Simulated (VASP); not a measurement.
# Na (Fd-3m) in VASP: a series of runs, part 2 of 2

VASP 6.6.1. The steps go on from the part before.

## (4) Relaxation of cell and atoms, BLYP

This run uses another cell than the first one, of 50.91 Å³/atom, 0.732 times its volume.

The input, INCAR:

```
SYSTEM = Na
AGGAC = 1.0
AGGAX = 1.0
ALDAC = 0.0
ALDAX = 1.0
ALGO = Normal
EDIFF = 1E-6
EDIFFG = -0.01
ENCUT = 600
GGA = B5
IBRION = 2
ISIF = 3
ISMEAR = -1
LASPH = .TRUE.
LCHARG = .FALSE.
LREAL = .FALSE.
LWAVE = .FALSE.
NELM = 60
NSW = 80
PREC = Accurate
SIGMA = 0.1
```

The input, KPOINTS:

```
k-points
0
G
  8 8 8
  0 0 0
```

The input, POSCAR:

```
Na
1.0
    0.0000000000      3.7061924832      3.7061924832
    3.7061924832      0.0000000000      3.7061924832
    3.7061924832      3.7061924832      0.0000000000
Na
2
Direct
    0.1250000000      0.1250000000      0.1250000000
    0.8750000000      0.8750000000      0.8750000000
```

Potentials or basis: VASP PAW PBE potentials, release 64 (Na_pv).

The run is started by

```
$ cat potpaw_PBE.64/Na_pv/POTCAR > POTCAR
$ mpirun -np 1 vasp_std > vasp.out
```

OUTCAR:

```text
SYSTEM = Na
   EDIFF = 1E-6
   EDIFFG = -0.01
   ENCUT = 600
   GGA = B5
   IBRION = 2
   ISIF = 3
   ISMEAR = -1
   LASPH = .TRUE.
   LREAL = .FALSE.
   NELM = 60
   NSW = 80
   PREC = Accurate

 ion  position               nearest neighbor table
   1  0.125  0.125  0.125-
   2  0.875  0.875  0.875-

  LATTYP: Found a face centered cubic cell.
 ALAT       =     7.4123849664

  Lattice vectors:

 A1 = (   0.0000000000,   3.7061924832,   3.7061924832)
 A2 = (   3.7061924832,   0.0000000000,   3.7061924832)
 A3 = (   3.7061924832,   3.7061924832,   0.0000000000)

Analysis of symmetry for initial positions (statically):
=====================================================================
 Subroutine PRICEL returns:
 Original cell was already a primitive cell.

 Routine SETGRP: Setting up the symmetry group for a
 face centered cubic supercell.

 Subroutine GETGRP returns: Found 48 space group operations
 (whereof 12 operations were pure point group operations)
 out of a pool of 48 trial point group operations.

The static configuration has the point symmetry D_3d.
[... 174 lines left out ...]
  external PRESSURE =       6.4278906 kB  Pullay stress =       0.0000000 kB
[... 131 lines left out ...]
--------------------------------------- Ionic step        5  -------------------------------------------

 number of electron      14.0000005 magnetization

 Free energy of the ion-electron system (eV)
  ---------------------------------------------------
  ext. energy  EPLUGINS =         0.00000000
  ---------------------------------------------------
  free energy    TOTEN  =        -1.44977827 eV

  energy without entropy =       -1.41896130  energy(sigma->0) =       -1.43436978

 E-fermi :  -0.4880     XC(G=0):  -4.5973

 val. band max:       -0.5106996913   @ k =   0.5000   0.5000   0.0000
 cond. band min:      -0.4260241676   @ k =  -0.3750   0.5000   0.1250
 fundamental gap:      0.0846755237
 Fermi energy:        -0.4880322437

 k-point     1 :       0.0000    0.0000    0.0000
  band No.  band energies     occupation
      1     -26.1001      2.00000
      2     -26.1001      2.00000
      3     -26.1001      2.00000
      4     -26.0782      2.00000
      5     -26.0782      2.00000
      6     -26.0782      2.00000
      7      -2.7665      2.00000
      8       3.6027      0.00000
      9       3.6027      0.00000
     10       3.6028      0.00000
     11       4.0559      0.00000
[... 309 lines left out ...]
 k-point    24 :      -0.3750    0.2500    0.1250
  band No.  band energies     occupation
      1     -26.1041      2.00000
      2     -26.1030      2.00000
      3     -26.0951      2.00000
      4     -26.0835      2.00000
      5     -26.0754      2.00000
      6     -26.0744      2.00000
      7      -1.0922      1.99525
      8      -0.2946      0.25259
      9       1.4005      0.00000
     10       1.9732      0.00000
     11       4.0207      0.00000

 [... further k-points ...]

------------------------ aborting loop because EDIFF is reached ----------------------------------------

  FORCE on cell =-STRESS in cart. coord.  units (eV):
  Direction    XX          YY          ZZ          XY          YZ          ZX
  --------------------------------------------------------------------------------------
  -------------------------------------------------------------------------------------
  Total        0.0137041      0.0137041      0.0137041      0.0000000     -0.0000000      0.0000000
  in kB        0.1742159      0.1742159      0.1742159      0.0000000     -0.0000000      0.0000000
  external PRESSURE =       0.1742159 kB  Pullay stress =       0.0000000 kB
[... 17 lines left out ...]
  FREE ENERGIE OF THE ION-ELECTRON SYSTEM (eV)
  ---------------------------------------------------
  free  energy   TOTEN  =        -1.4497782697 eV

  energy  without entropy=       -1.4189612991  energy(sigma->0) =       -1.43436978

 reached required accuracy - stopping structural energy minimisation
```

CONTCAR:

```text
Na
   1.00000000000000
    -0.0000000000000000    3.9793708961245176    3.9793708961245176
     3.9793708961245176    0.0000000000000000    3.9793708961245176
     3.9793708961245176    3.9793708961245176   -0.0000000000000000
  Na
     2
Direct
     0.1250000000000000    0.1250000000000000    0.1250000000000000
     0.8750000000000000    0.8750000000000000    0.8750000000000000

  0.00000000E+00  0.00000000E+00  0.00000000E+00
  0.00000000E+00  0.00000000E+00  0.00000000E+00
```

Wall time 2.1 min (1 thread of Intel Xeon Platinum 8488C (Sapphire Rapids), shared host); peak memory 0.25 GiB.

What came out:

| Property | Result |
| --- | --- |
| Free energy | -1.4498 eV |
| Relaxed volume | 63.01 Å³/atom |
| Relaxed cell | a = 5.628 Å, b = 5.628 Å, c = 5.628 Å, α = 60.00°, β = 60.00°, γ = 60.00° |
| Space group after relaxing (to 0.05 Å) | Fd-3m (No. 227) |
| Energy gained by relaxing | 22.0 meV/atom |
| Ionic steps | 5 |
| Pressure after relaxing | 0.0 GPa |
| Band gap on the k mesh | zero (band 7 reaches -0.31 eV, above the bottom of band 8 at -0.53 eV) |

Step by step:
```tsv
step	energy change (eV)	largest force (eV/Å)	pressure (GPa)	volume (Å³)
1	0.0000	0.0000	0.64	101.82
2	-0.0113	0.0000	0.56	104.85
3	-0.0344	0.0000	0.23	114.33
4	-0.0407	0.0000	-0.14	134.97
5	-0.0439	0.0000	0.02	126.03
```

Final structure:
```cif
data_structure
_symmetry_space_group_name_H-M 'P 1'
_symmetry_Int_Tables_number 1
_cell_length_a 5.6277
_cell_length_b 5.6277
_cell_length_c 5.6277
_cell_angle_alpha 60.000
_cell_angle_beta 60.000
_cell_angle_gamma 60.000
_cell_volume 126.03
loop_
_atom_site_label
_atom_site_type_symbol
_atom_site_fract_x
_atom_site_fract_y
_atom_site_fract_z
_atom_site_occupancy
Na1 Na 0.12500 0.12500 0.12500 1
Na2 Na 0.87500 0.87500 0.87500 1
```

Caveat: the volume moved by over 15 % at a fixed basis, so the end points are rough; the PAW data sets were made with another functional, which shifts forces and pressure a little.

## (5) Overview

```tsv
task	cell	k mesh	cutoff (eV)	gap on the mesh (eV)	pressure (GPa)
single point	a = 5.816 Å, angles 60.0°, 2 atoms	8 × 8 × 8	520	none	-0.2
single point	a = 5.600 Å, angles 60.0°, 2 atoms	11 × 11 × 11	520	none	0.0
relaxation of cell and atoms	relaxed from a = 5.241 Å, angles 60.0°, 2 atoms	8 × 8 × 8	600	none	0.0
```

Alike in all rows: level BLYP; potentials or basis VASP PAW PBE potentials, release 64 (Na_pv); no spin polarisation; smearing fermi-dirac 0.1 eV.

Caveats: the PAW data sets were made with another functional, which shifts forces and pressure a little; the volume moved by over 15 % at a fixed basis, so the end points are rough (some runs).

Total energies depend on the potentials used, so only differences within one code and one set of settings carry meaning.
